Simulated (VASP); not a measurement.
# AlIn2Sb3 (P-6m2) in VASP: a series of runs, part 3 of 3

VASP 6.6.1.

## Step 5: Relaxation of cell and atoms, PBE

INCAR reads:

```
SYSTEM = AlIn2Sb3
PREC     = Accurate       ! precision mode
ENCUT    = 600            ! plane-wave cutoff, eV
EDIFF    = 1E-7           ! SCF threshold, eV
ISMEAR   = 0              ! smearing method
SIGMA    = 0.1            ! smearing width, eV
LREAL    = .FALSE.        ! projectors in reciprocal space
LASPH    = .TRUE.         ! aspherical terms in the spheres
NELM     = 100            ! most SCF steps
ALGO     = Normal         ! electronic algorithm
ISIF     = 3              ! what is computed and relaxed
LWAVE    = .FALSE.        ! write WAVECAR
LCHARG   = .FALSE.        ! write CHGCAR
GGA      = PE             ! functional
IBRION   = 2              ! ionic algorithm
NSW      = 90             ! ionic steps
EDIFFG   = -0.04          ! ionic threshold
```

KPOINTS reads:

```
Automatic mesh
0
G
  6 6 2
  0 0 0
```

POSCAR reads:

```
AlIn2Sb3
1.0
    4.5268220700      0.0000000000      0.0000000000
   -2.2634110300      3.9203429100      0.0000000000
    0.0000000000      0.0000000000      8.4601908000
Al In Sb
1 2 3
Direct
    0.0000000000      0.0000000000      0.0000000000
    0.6666666700      0.3333333300      0.2480740000
    0.6666666700      0.3333333300      0.7519260000
    0.0000000000      0.0000000000      0.5000000000
    0.3333333300      0.6666666700      0.0000000000
    0.3333333300      0.6666666700      0.5000000000
```

Potentials or basis: VASP PAW PBE potentials, release 64 (Al, In_d, Sb).

Run with:

```bash
> cat potpaw_PBE.64/Al/POTCAR potpaw_PBE.64/In_d/POTCAR potpaw_PBE.64/Sb/POTCAR > POTCAR
> mpirun -np 1 vasp_std > vasp.out
```

OUTCAR:

```text
SYSTEM = AlIn2Sb3
   PREC = Accurate
   ENCUT = 600
   EDIFF = 1E-7
   ISMEAR = 0
   LREAL = .FALSE.
   LASPH = .TRUE.
   NELM = 100
   ISIF = 3
   GGA = PE
   IBRION = 2
   NSW = 90
   EDIFFG = -0.04

 ion  position               nearest neighbor table
   1  0.000  0.000  0.000-   5 2.61   5 2.61   5 2.61   2 3.35   3 3.35   3 3.35   2 3.35   3 3.35
                             2 3.35
   2  0.667  0.333  0.248-   1 3.35   5 3.35   5 3.35   1 3.35   1 3.35   5 3.35   4 3.37   6 3.37
                             6 3.37   4 3.37   4 3.37   6 3.37
   3  0.667  0.333  0.752-   1 3.35   5 3.35   5 3.35   1 3.35   1 3.35   5 3.35   4 3.37   6 3.37
                             6 3.37   4 3.37   4 3.37   6 3.37
   4  0.000  0.000  0.500-   6 2.61   6 2.61   6 2.61   2 3.37   3 3.37   3 3.37   2 3.37   3 3.37
                             2 3.37
   5  0.333  0.667  0.000-   1 2.61   1 2.61   1 2.61   2 3.35   3 3.35   2 3.35   3 3.35   3 3.35
                             2 3.35
[... 195 lines left out ...]
  external PRESSURE =     141.9959849 kB  Pullay stress =       0.0000000 kB
[... 930 lines left out ...]
     25       8.3708      0.00000
     26       8.5282      0.00000

[... ionic steps 4 to 41 ...]

--------------------------------------- Ionic step       42  -------------------------------------------

 number of electron      43.9999987 magnetization

------------------------ aborting loop because EDIFF is reached ----------------------------------------
[... 75 lines left out ...]
--------------------------------------- Ionic step       44  -------------------------------------------

 number of electron      43.9999987 magnetization

 Free energy of the ion-electron system (eV)
  ---------------------------------------------------
  ext. energy  EPLUGINS =         0.00000000
  ---------------------------------------------------
  free energy    TOTEN  =       -20.70523328 eV

  energy without entropy =      -20.68824771  energy(sigma->0) =      -20.69674049

 E-fermi :   7.1362     XC(G=0):  -9.9339

 val. band max:        7.1160709711   @ k =   0.3333   0.1667   0.0000
 cond. band min:       7.2845901697   @ k =   0.1667   0.1667   0.0000
 fundamental gap:      0.1685191987
 Fermi energy:         7.1362383261
[... 437 lines left out ...]
  FREE ENERGIE OF THE ION-ELECTRON SYSTEM (eV)
  ---------------------------------------------------
  free  energy   TOTEN  =       -20.7052332778 eV

  energy  without entropy=      -20.6882477061  energy(sigma->0) =      -20.69674049

 reached required accuracy - stopping structural energy minimisation
```

Wall time 21 min (1 thread of Intel Xeon 6975P-C (Granite Rapids), shared host); peak memory 0.34 GiB.

What came out:

* Free energy: -20.7052 eV
* Relaxed volume: 26.64 Å³/atom
* Relaxed cell: a = 5.296 Å, b = 5.296 Å, c = 6.580 Å, α = 90.00°, β = 90.00°, γ = 120.00°
* Space group after relaxing (to 0.1 Å): P-6m2 (No. 187)
* Pressure after relaxing: 0.0 GPa
* Largest force after relaxing: 0.032 eV/Å

Forces in eV/Å, atoms in the order of the input:
```
Al   0.000  0.000  0.000
In   0.000  0.000  0.032
In   0.000  0.000 -0.032
Sb   0.000  0.000  0.000
Sb   0.000  0.000  0.000
Sb   0.000  0.000  0.000
```

Final structure:
```
Al In Sb
1.0
     5.29566    0.00000    0.00000
    -2.64783    4.58617    0.00000
     0.00000    0.00000    6.58020
Al In Sb
1 2 3
Direct
  0.00000 0.00000 0.00000
  0.66667 0.33333 0.24974
  0.66667 0.33333 0.75026
  0.00000 0.00000 0.50000
  0.33333 0.66667 0.00000
  0.33333 0.66667 0.50000
```

Levels at points of the mesh, in eV from the Fermi level:
```
           k point  band 20  band 21  band 22  band 23  band 24  band 25
(0.00, 0.00, 0.00)    -1.92    -0.99    -0.99    -0.82     0.37     0.70
(0.50, 0.00, 0.00)    -1.84    -1.23     1.19     1.24     1.63     2.73
(0.00, 0.00, 0.50)    -1.92    -1.53    -1.05    -1.01    -1.01    -0.20
(0.50, 0.00, 0.50)    -0.97    -0.38     0.16     1.81     2.09     2.50
```

Caveat: the k points lie up to 0.48 Å⁻¹ apart in the final cell; the highest band is partly filled, so the run has too few bands; a cell axis changed by over 15 % at a fixed basis, so the end point is rough; spin-orbit coupling is left out, which moves the levels of the heavy elements.

## Step 6: Relaxation of cell and atoms, PBE

This run uses another cell than the first one, of 26.73 Å³/atom.

INCAR reads:

```
SYSTEM = AlIn2Sb3
PREC = Accurate
ENCUT = 600
EDIFF = 1E-7
ISMEAR = 0
SIGMA = 0.1
LREAL = .False.
LASPH = .True.
NELM = 80
ALGO = Normal
ISIF = 3
LWAVE = .False.
LCHARG = .False.
GGA = PE
IBRION = 2
NSW = 90
EDIFFG = -0.04
```

KPOINTS reads:

```
regular mesh
0
Gamma
  6 6 4
  0 0 0
```

POSCAR reads:

```
AlIn2Sb3
1.0
    5.3076941800      0.0000000000      0.0000000000
   -2.6538470900      4.5965979954      0.0000000000
    0.0000000000      0.0000000000      6.5735019854
Al In Sb
1 2 3
Direct
    0.0000000000      0.0000000000      0.0000000000
    0.6666666667      0.3333333333      0.2504740340
    0.6666666667      0.3333333333      0.7495259660
    0.0000000000      0.0000000000      0.5000000000
    0.3333333333      0.6666666667      0.0000000000
    0.3333333333      0.6666666667      0.5000000000
```

Potentials or basis: VASP PAW PBE potentials, release 64 (Al, In_d, Sb).

Run with:

```bash
> cat potpaw_PBE.64/Al/POTCAR potpaw_PBE.64/In_d/POTCAR potpaw_PBE.64/Sb/POTCAR > POTCAR
> mpirun -np 1 vasp_std > vasp.out
```

Wall time 4.6 min (1 thread of Intel Xeon 6975P-C (Granite Rapids), shared host); peak memory 0.38 GiB.

Results (log left out):

```yaml
Free_energy: -20.7670 eV
Relaxed_volume: 26.43 Å³/atom
Relaxed_cell: a = 5.361 Å, b = 5.361 Å, c = 6.371 Å, α = 90.00°, β = 90.00°, γ = 120.00°
Space_group_after_relaxing_to_0.1_Å: P-6m2 (No. 187)
Energy_gained_by_relaxing: 11.2 meV/atom
Ionic_steps: 7
Pressure_after_relaxing: 0.1 GPa
Largest_force_after_relaxing: 0.031 eV/Å
```

Forces in eV/Å, atoms in the order of the input:
```
Al   0.000  0.000  0.000
In   0.000  0.000 -0.031
In   0.000  0.000  0.031
Sb   0.000  0.000  0.000
Sb   0.000  0.000  0.000
Sb   0.000  0.000  0.000
```

Step by step:
| step | energy change (eV) | largest force (eV/Å) | pressure (GPa) | volume (Å³) |
| --- | --- | --- | --- | --- |
| 1 | 0.0000 | 0.1130 | -0.14 | 160.38 |
| 2 | -0.0623 | 0.1258 | -0.25 | 159.77 |
| 3 | -0.0637 | 0.1286 | -0.24 | 159.66 |
| 4 | -0.0637 | 0.1291 | -0.23 | 159.65 |
| 5 | -0.0657 | 0.0908 | 0.04 | 158.70 |
| 6 | -0.0659 | 0.0738 | 0.17 | 158.29 |
| 7 | -0.0669 | 0.0311 | 0.07 | 158.61 |

Final structure:
```xyz
6
Lattice="5.3613 0.0000 0.0000 -2.6807 4.6431 0.0000 0.0000 0.0000 6.3715" Properties=species:S:1:pos:R:3 pbc="T T T"
Al    0.0000    0.0000    6.3715
In    2.6807    1.5477    1.5732
In    2.6807    1.5477    4.7982
Sb    0.0000    0.0000    3.1857
Sb    0.0000    3.0954    6.3715
Sb    0.0000    3.0954    3.1857
```

Levels at points of the mesh, in eV from the Fermi level:
```
           k point  band 20  band 21  band 22  band 23  band 24  band 25
(0.00, 0.00, 0.00)    -2.17    -1.33    -1.03    -1.03     0.15     0.40
(0.50, 0.00, 0.00)    -1.92    -1.51     0.81     1.09     1.14     2.28
(0.00, 0.00, 0.50)    -2.09    -1.75    -1.26    -1.26    -1.13    -0.43
(0.50, 0.00, 0.50)    -0.90    -0.29     0.24     1.44     1.84     2.46
```

Caveat: the highest band is partly filled, so the run has too few bands; spin-orbit coupling is left out, which moves the levels of the heavy elements.

## Step 7: Single point, PBE

This run uses another cell than the first one, of 26.63 Å³/atom.

INCAR reads:

```
  PREC = Accurate
  ENCUT = 520
  EDIFF = 1E-6
  ISMEAR = 0
  SIGMA = 0.1
  LREAL = F
  LASPH = T
  NELM = 80
  ALGO = Normal
  ISIF = 2
  LWAVE = F
  LCHARG = F
  GGA = PE
  NBANDS = 31
```

KPOINTS reads:

```
Automatic mesh
0
Gamma
  12 12 6
```

POSCAR reads:

```
AlIn2Sb3
1.0
    5.4055337248      0.0000000000      0.0000000000
   -2.7027668624      4.6813295267      0.0000000000
    0.0000000000      0.0000000000      6.3130726638
Al In Sb
1 2 3
Direct
    0.0000000000      0.0000000000      0.0000000000
    0.6666666667      0.3333333333      0.2461301912
    0.6666666667      0.3333333333      0.7538698088
    0.0000000000      0.0000000000      0.5000000000
    0.3333333333      0.6666666667      0.0000000000
    0.3333333333      0.6666666667      0.5000000000
```

Run with:

```bash
> cat potpaw_PBE.64/Al/POTCAR potpaw_PBE.64/In_d/POTCAR potpaw_PBE.64/Sb/POTCAR > POTCAR
> mpirun -np 1 vasp_std > vasp.out
```

It took 2.7 min on 1 thread of Intel Xeon 6975P-C (Granite Rapids), shared host; peak memory 0.49 GiB.

Results (log left out):

- Free energy: -20.6306 eV
- Pressure: 0.0 GPa
- Band gap on the k mesh: zero (bands 22 and 23 overlap by 2.47 eV)

Levels at points of the mesh, in eV from the Fermi level:
```tsv
k point	band 18	band 19	band 20	band 21	band 22	band 23	band 24	band 25	band 26	band 27
(0.00, 0.00, 0.00)	-2.25	-2.23	-2.23	-1.50	-1.02	-1.02	0.05	0.29	1.80	1.80
(0.50, 0.00, 0.00)	-3.70	-2.02	-1.88	-1.59	0.63	0.95	1.09	2.11	2.93	3.08
(0.00, 0.00, 0.50)	-2.36	-2.14	-2.14	-1.71	-1.30	-1.30	-1.12	-0.49	-0.49	2.30
(0.50, 0.00, 0.50)	-3.21	-0.88	-0.85	-0.24	0.25	1.27	1.78	2.36	2.46	2.68
```

Caveat: spin-orbit coupling is left out, which moves the levels of the heavy elements.

## Step 8: The runs side by side

| task | cell | k mesh | cutoff (eV) | gap on the mesh (eV) | pressure (GPa) | relaxed volume (Å³/atom) | largest force (eV/Å) |
| --- | --- | --- | --- | --- | --- | --- | --- |
| single point | a = 4.527, b = 4.527, c = 8.460 Å, angles 90.0, 90.0, 120.0°, 6 atoms, atomic positions A | 6 × 6 × 2 | 520 | none | 14.2 | - | 0.10 |
| single point | a = 5.308, b = 5.308, c = 6.574 Å, angles 90.0, 90.0, 120.0°, 6 atoms, atomic positions B | 6 × 6 × 2 | 520 | none | -0.2 | - | 0.01 |
| single point | a = 5.366, b = 5.366, c = 6.387 Å, angles 90.0, 90.0, 120.0°, 6 atoms, atomic positions C | 6 × 6 × 4 | 520 | none | -0.2 | - | - |
| relaxation of cell and atoms | relaxed from a = 4.527, b = 4.527, c = 8.460 Å, angles 90.0, 90.0, 120.0°, 6 atoms, atomic positions A | 6 × 6 × 2 | 600 | - | 0.0 | 26.64 | 0.03 |
| relaxation of cell and atoms | relaxed from a = 5.308, b = 5.308, c = 6.574 Å, angles 90.0, 90.0, 120.0°, 6 atoms, atomic positions B | 6 × 6 × 4 | 600 | - | 0.1 | 26.43 | 0.03 |
| single point | a = 5.406, b = 5.406, c = 6.313 Å, angles 90.0, 90.0, 120.0°, 6 atoms, atomic positions C | 12 × 12 × 6 | 520 | none | 0.0 | - | - |

Alike in all rows: level PBE; potentials or basis VASP PAW PBE potentials, release 64 (Al, In_d, Sb); no spin polarisation; smearing gaussian 0.1 eV.

Caveats: some runs use coarse meshes; spin-orbit coupling is left out, which moves the levels of the heavy elements; the highest band is partly filled, so the run has too few bands (at least some runs); a cell axis changed by over 15 % at a fixed basis, so the end point is rough (at least some runs).

Absolute energies hang on the potentials; compare differences alone.

The gap in the log of VASP goes by the Fermi energy; the results here count the filled bands.